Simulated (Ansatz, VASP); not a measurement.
# Mo: VASP beside Ansatz

```xyz
1
Lattice="2.7401 0.0000 0.0000 -1.3700 2.3730 0.0000 0.0000 0.0000 2.5594" Properties=species:S:1:pos:R:3 pbc="T T T"
Mo    0.0000    0.0000    1.2797
```

Alike in both runs: task single point; functional PBEsol; k mesh 8 × 8 × 8; occupations fermi-dirac, width 0.15 eV; no spin polarisation.

```csv
,VASP,Ansatz
version,VASP 6.6.1,Ansatz 0.2.0
potentials or method,"VASP PAW PBE potentials, release 64 (Mo_sv), cutoff 520 eV","plane waves, PAW"
valence electrons in the cell,14,14
```

```tsv
	VASP	Ansatz	Ansatz less VASP
pressure (GPa)	-3.8	-4.3	-0.49
traceless stress, the component that is largest in VASP (GPa)	-6.15	-6.27	-0.120
```

VASP's potentials were made for PBE, not for PBEsol. Ansatz's warnings: stress scf threshold loose, structure snapped to symmetry.
